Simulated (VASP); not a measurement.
# InReS4 (P4/mmm) in VASP: a series of runs

Runs on InReS4. Level: PBE. Tasks: single point.

All numbers are computed with VASP 6.6.1; they aren't measurements. Logs are shortened: lines on timing, memory, paths and dates and some standing lists are left out, and cuts for length are marked.

## 1. The cell of the first run

It takes space group P4/mmm (No. 123, tetragonal). Conventional cell: a = 4.209 Å, b = 4.209 Å, c = 6.329 Å, α = 90.00°, β = 90.00°, γ = 90.00°. Within 3.6 Å of In (site symmetry 4/mmm) lie 8 S at 2.76 Å. Re (site symmetry 4/mmm) has 8 S at 2.51 Å within 3.3 Å. Within 3.3 Å of S (site symmetry 2mm) lie 2 Re at 2.51 Å and 5 S at 2.74 to 2.98 Å and 2 In at 2.76 Å.

The cell was built from a structure type or drawn by symmetry, and may not be a known phase.

## 2. Single point, PBE

INCAR

```
PREC = Accurate
ENCUT = 520
EDIFF = 1E-6
ISMEAR = 0
SIGMA = 0.1
LREAL = F
LASPH = T
NELM = 60
ALGO = Normal
ISIF = 2
LWAVE = F
LCHARG = F
GGA = PE
NBANDS = 31
```

KPOINTS

```
Automatic mesh
0
Gamma
  10 10 6
```

POSCAR

```
InReS4
1.0
    4.2089506422      0.0000000000      0.0000000000
    0.0000000000      4.2089506422      0.0000000000
    0.0000000000      0.0000000000      6.3288356648
In Re S
1 1 4
Direct
    0.0000000000      0.0000000000      0.0000000000
    0.5000000000      0.5000000000      0.5000000000
    0.5000000000      0.0000000000      0.7167828116
    0.0000000000      0.5000000000      0.2832171884
    0.5000000000      0.0000000000      0.2832171884
    0.0000000000      0.5000000000      0.7167828116
```

Potentials or basis: VASP PAW PBE potentials, release 64 (In_d, Re, S).

Run with:

```sh
$ cat potpaw_PBE.64/In_d/POTCAR potpaw_PBE.64/Re/POTCAR potpaw_PBE.64/S/POTCAR > POTCAR
$ mpirun -np 1 vasp_std > vasp.out
```

OUTCAR:

```text
PREC = Accurate
   ENCUT = 520
   EDIFF = 1E-6
   ISMEAR = 0
   LREAL = F
   LASPH = T
   NELM = 60
   ISIF = 2
   GGA = PE

 ion  position               nearest neighbor table
   1  0.000  0.000  0.000-   3 2.76   4 2.76   5 2.76   6 2.76   4 2.76   6 2.76   3 2.76   5 2.76

   2  0.500  0.500  0.500-   3 2.51   4 2.51   5 2.51   6 2.51   3 2.51   5 2.51   4 2.51   6 2.51

   3  0.500  0.000  0.717-   2 2.51   2 2.51   5 2.74   1 2.76   1 2.76
   4  0.000  0.500  0.283-   2 2.51   2 2.51   6 2.74   1 2.76   1 2.76
   5  0.500  0.000  0.283-   2 2.51   2 2.51   3 2.74   1 2.76   1 2.76
   6  0.000  0.500  0.717-   2 2.51   2 2.51   4 2.74   1 2.76   1 2.76

  LATTYP: Found a simple tetragonal cell.
 ALAT       =     4.2089506422
 C/A-ratio  =     1.5036611742

  Lattice vectors:

 A1 = (   4.2089506422,   0.0000000000,   0.0000000000)
 A2 = (   0.0000000000,   4.2089506422,   0.0000000000)
 A3 = (   0.0000000000,   0.0000000000,   6.3288356648)

Analysis of symmetry for initial positions (statically):
=====================================================================
 Subroutine PRICEL returns:
 Original cell was already a primitive cell.

 Routine SETGRP: Setting up the symmetry group for a
 simple tetragonal supercell.

 Subroutine GETGRP returns: Found 16 space group operations
 (whereof 16 operations were pure point group operations)
 out of a pool of 16 trial point group operations.

The static configuration has the point symmetry D_4h.

Analysis of symmetry for dynamics (positions and initial velocities):
=====================================================================
 Subroutine PRICEL returns:
 Original cell was already a primitive cell.

 Routine SETGRP: Setting up the symmetry group for a
 simple tetragonal supercell.

 Subroutine GETGRP returns: Found 16 space group operations
 (whereof 16 operations were pure point group operations)
 out of a pool of 16 trial point group operations.

The dynamic configuration has the point symmetry D_4h.

 Subroutine INISYM returns: Found 16 space group operations
 (whereof 16 operations are pure point group operations),
 and found     1 'primitive' translations

----------------------------------------------------------------------------------------

                                     Primitive cell

  volume of cell :     112.1170

  direct lattice vectors                    reciprocal lattice vectors
     4.208950642  0.000000000  0.000000000     0.237588911  0.000000000  0.000000000
     0.000000000  4.208950642  0.000000000     0.000000000  0.237588911  0.000000000
     0.000000000  0.000000000  6.328835665     0.000000000  0.000000000  0.158006947

  length of vectors
     4.208950642  4.208950642  6.328835665     0.237588911  0.237588911  0.158006947

  position of ions in fractional coordinates (direct lattice)
     0.000000000  0.000000000  0.000000000
     0.500000000  0.500000000  0.500000000
     0.500000000  0.000000000  0.716782812
     0.000000000  0.500000000  0.283217188
     0.500000000  0.000000000  0.283217188
     0.000000000  0.500000000  0.716782812

  ion indices of the primitive-cell ions
   primitive index   ion index
                 1           1
                 2           2
                 3           3
                 4           4
                 5           5
                 6           6

----------------------------------------------------------------------------------------

 KPOINTS: Automatic mesh

Automatic generation of k-mesh.
 Grid dimensions read from file:
 generate k-points for:   10   10    6

 Generating k-lattice:

  Cartesian coordinates                     Fractional coordinates (reciprocal lattice)
     0.023758891  0.000000000  0.000000000     0.100000000  0.000000000  0.000000000
     0.000000000  0.023758891  0.000000000     0.000000000  0.100000000  0.000000000
     0.000000000  0.000000000  0.026334491     0.000000000  0.000000000  0.166666667

  Length of vectors
     0.023758891  0.023758891  0.026334491

  Shift w.r.t. Gamma in fractional coordinates (k-lattice)
     0.000000000  0.000000000  0.000000000

 Subroutine IBZKPT returns following result:
 ===========================================

 Found     84 irreducible k-points:

 Following reciprocal coordinates:
            Coordinates               Weight
  0.000000  0.000000  0.000000      1.000000
  0.100000  0.000000  0.000000      4.000000
  0.200000  0.000000  0.000000      4.000000
  0.300000  0.000000  0.000000      4.000000
  0.400000  0.000000  0.000000      4.000000
  0.500000  0.000000  0.000000      2.000000
[... 16 lines left out ...]
  0.100000  0.000000  0.166667      8.000000
  0.200000  0.000000  0.166667      8.000000
 [... further k-points ...]
   k-points           NKPTS =     84   k-points in BZ     NKDIM =     84   number of bands    NBANDS=     31
   number of dos      NEDOS =    301   number of ions     NIONS =      6
   total plane-waves  NPLWV =  49152
   dimension x,y,z NGX =    32 NGY =   32 NGZ =   48
   dimension x,y,z NGXF=    64 NGYF=   64 NGZF=   96
   ions per type =               1   1   4
   NGX,Y,Z   is equivalent  to a cutoff of  12.64, 12.64, 12.61 a.u.
   NGXF,Y,Z  is equivalent  to a cutoff of  25.28, 25.28, 25.22 a.u.
 SYSTEM =  unknown system
   PREC   = accura    normal or accurate (medium, high low for compatibility)
   ISTART =      0    job   : 0-new  1-cont  2-samecut
   ICHARG =      2    charge: 1-file 2-atom 10-const
   ISPIN  =      1    spin polarized calculation?
   LNONCOLLINEAR =      F non collinear calculations
   LSORBIT =      F    spin-orbit coupling
   LASPH  =      T    aspherical Exc in radial PAW
   ENCUT  =  520.0 eV  38.22 Ry    6.18 a.u.   7.83  7.83 11.77*2*pi/ulx,y,z
   NELM   =     60;   NELMIN=  2; NELMDL= -5     # of ELM steps
   EDIFF  = 0.1E-05   stopping-criterion for ELM
   LREAL  =      F    real-space projection
   EDIFFG = 0.1E-04   stopping-criterion for IOM
   NSW    =      0    number of steps for IOM
   IBRION =     -1    ionic relax: 0-MD 1-quasi-New 2-CG
   NFREE  =      0    steps in history (QN), initial steepest desc. (CG)
   ISIF   =      2    stress and relaxation
   ISYM   =      2    0-nonsym 1-usesym 2-fastsym
   POTIM  = 0.5000    time-step for ionic-motion
   TEBEG  =    0.0;   TEEND  =   0.0 temperature during run
   PSTRESS=    0.0 pullay stress
   NELECT =      44.0000    total number of electrons
   NUPDOWN=      -1.0000    fix difference up-down
   EMIN   =  10.00;   EMAX   =-10.00  energy-range for DOS
   EFERMI =   0.00;   METHOD = LEGACY
   ISMEAR =     0;   SIGMA  =   0.10  broadening in eV -4-tet -1-fermi 0-gaus
   EFERMI_NEDOS =   21; number of points for ismear=-14 and -15
   IALGO  =     38    algorithm
   IMIX   =      4    mixing-type and parameters
     AMIX     =   0.40;   BMIX     =  1.00
     AMIX_MAG =   1.60;   BMIX_MAG =  1.00
  volume/ion in A,a.u.               =      18.69       126.10
  Fermi-wavevector in a.u.,A,eV,Ry     =   1.198584  2.264996 19.546186  1.436604
  Thomas-Fermi vector in A             =   2.334469
   LORBIT       =      0    0 simple, 1 ext, 2 COOP (PROOUT), +10 PAW based schemes
   GGA     = PE    functional components
   LHFCALC =     F    Hartree Fock is set to
   AEXX    =    0.0000 exact exchange contribution
   IVDW    =     0    specifies the selected vdW correction
   LEPSILON=     F    determine dielectric tensor
   LRPA    =     F    only Hartree local field effects (RPA)
 non-spin polarized calculation
 Gauss-broadening in eV      SIGMA  =   0.10
  energy-cutoff  :      520.00
  volume of cell :      112.12
 maximum number of plane-waves:      3046
 NGX is ok and might be reduce to    32
   NGX = 15   NGY = 15   NGZ = 23

 number of electron      44.0000027 magnetization

 Free energy of the ion-electron system (eV)
  ---------------------------------------------------
  ext. energy  EPLUGINS =         0.00000000
  ---------------------------------------------------
  free energy    TOTEN  =       -31.38976007 eV

  energy without entropy =      -31.36923607  energy(sigma->0) =      -31.37949807

 E-fermi :   6.5534     XC(G=0): -10.6067

 val. band max:        6.5346390880   @ k =   0.4000   0.1000   0.1667
 cond. band min:       6.5598104536   @ k =   0.3000   0.0000   0.0000
 fundamental gap:      0.0251713656
 Fermi energy:         6.5534472143

 k-point     1 :       0.0000    0.0000    0.0000
  band No.  band energies     occupation
      1      -8.7337      2.00000
      2      -8.0166      2.00000
      3      -7.8230      2.00000
      4      -7.8230      2.00000
      5      -7.7650      2.00000
      6      -7.7245      2.00000
[... 23 lines left out ...]
     30      10.3686      0.00000
     31      10.3686      0.00000

 k-point     2 :       0.1000    0.0000    0.0000
  band No.  band energies     occupation
      1      -8.6702      2.00000
      2      -8.0092      2.00000
      3      -7.8558      2.00000
      4      -7.8225      2.00000
      5      -7.7666      2.00000
      6      -7.7222      2.00000
[... 23 lines left out ...]
     30      10.4519      0.00000
     31      10.7590      0.00000

 k-point     3 :       0.2000    0.0000    0.0000
  band No.  band energies     occupation
      1      -8.4872      2.00000
      2      -7.9881      2.00000
      3      -7.9273      2.00000
      4      -7.8212      2.00000
      5      -7.7707      2.00000
      6      -7.7153      2.00000
[... 23 lines left out ...]
     30      11.1796      0.00000
     31      11.5874      0.00000

 k-point     4 :       0.3000    0.0000    0.0000
  band No.  band energies     occupation
      1      -8.2183      2.00000
      2      -7.9975      2.00000
      3      -7.9486      2.00000
      4      -7.8196      2.00000
      5      -7.7757      2.00000
      6      -7.7005      2.00000
[... 23 lines left out ...]
     30      11.8672      0.00000
     31      12.6438      0.00000

 k-point     5 :       0.4000    0.0000    0.0000
  band No.  band energies     occupation
      1      -8.0452      2.00000
      2      -8.0250      2.00000
      3      -7.8239      2.00000
      4      -7.8183      2.00000
      5      -7.7798      2.00000
      6      -7.6340      2.00000
[... 23 lines left out ...]
     30      12.6600      0.00000
     31      13.7209      0.00000
[... 542 lines left out ...]
     30      11.7841      0.00000
     31      13.4714      0.00000

 k-point    22 :       0.0000    0.0000    0.1667
  band No.  band energies     occupation
      1      -8.6779      2.00000
      2      -8.0087      2.00000
      3      -7.8231      2.00000
      4      -7.8231      2.00000
      5      -7.7650      2.00000
      6      -7.7317      2.00000
[... 23 lines left out ...]
     30      10.7770      0.00000
     31      10.7770      0.00000

 k-point    23 :       0.1000    0.0000    0.1667
  band No.  band energies     occupation
      1      -8.6178      2.00000
      2      -8.0017      2.00000
      3      -7.8537      2.00000
      4      -7.8226      2.00000
      5      -7.7666      2.00000
      6      -7.7265      2.00000
[... 23 lines left out ...]
     30      10.8077      0.00000
     31      11.1752      0.00000

 k-point    24 :       0.2000    0.0000    0.1667
  band No.  band energies     occupation
      1      -8.4498      2.00000
      2      -7.9860      2.00000
      3      -7.9069      2.00000
      4      -7.8213      2.00000
      5      -7.7707      2.00000
      6      -7.7147      2.00000
[... 23 lines left out ...]
     30      11.1949      0.00000
     31      11.9020      0.00000

 [... further k-points ...]

------------------------ aborting loop because EDIFF is reached ----------------------------------------

  FORCE on cell =-STRESS in cart. coord.  units (eV):
  Direction    XX          YY          ZZ          XY          YZ          ZX
  --------------------------------------------------------------------------------------
  -------------------------------------------------------------------------------------
  Total        0.0618239      0.0618239     -0.0404491      0.0000000     -0.0000000      0.0000000
  in kB        0.8834782      0.8834782     -0.5780266      0.0000000     -0.0000000      0.0000000
  external PRESSURE =       0.3963099 kB  Pullay stress =       0.0000000 kB

 VOLUME and BASIS-vectors are now :
 -----------------------------------------------------------------------------
  energy-cutoff  :      520.00
  volume of cell :      112.12
      direct lattice vectors                 reciprocal lattice vectors
     4.208950642  0.000000000  0.000000000     0.237588911  0.000000000  0.000000000
     0.000000000  4.208950642  0.000000000     0.000000000  0.237588911  0.000000000
     0.000000000  0.000000000  6.328835665     0.000000000  0.000000000  0.158006947

 POSITION                                       TOTAL-FORCE (eV/Angst)
 -----------------------------------------------------------------------------------
      0.00000      0.00000      0.00000        -0.000000      0.000000      0.000000
      2.10448      2.10448      3.16442        -0.000000      0.000000      0.000000
      2.10448      0.00000      4.53640        -0.000000     -0.000000      0.009513
      0.00000      2.10448      1.79244        -0.000000     -0.000000     -0.009513
      2.10448      0.00000      1.79244         0.000000     -0.000000     -0.009513
      0.00000      2.10448      4.53640        -0.000000     -0.000000      0.009513
 -----------------------------------------------------------------------------------
    total drift:                                0.000000      0.000000     -0.000000

  FREE ENERGIE OF THE ION-ELECTRON SYSTEM (eV)
  ---------------------------------------------------
  free  energy   TOTEN  =       -31.3897600716 eV

  energy  without entropy=      -31.3692360730  energy(sigma->0) =      -31.37949807
```

Run time: 4.6 min. Hardware: 1 thread of Intel Xeon 8259CL, shared host; peak memory 0.41 GiB.

What came out:

- Free energy: -31.3898 eV
- Pressure: 0.0 GPa
- Largest force: 0.010 eV/Å
- Band gap on the k mesh: zero (bands 22 and 23 overlap by 1.12 eV)

Forces in eV/Å, atoms in the order of the input:
```
In   0.000  0.000  0.000
Re   0.000  0.000  0.000
S    0.000  0.000  0.010
S    0.000  0.000 -0.010
S    0.000  0.000 -0.010
S    0.000  0.000  0.010
```

Caveat: spin-orbit coupling is left out, which moves the levels of the heavy elements.

[end of part 1 of 2]
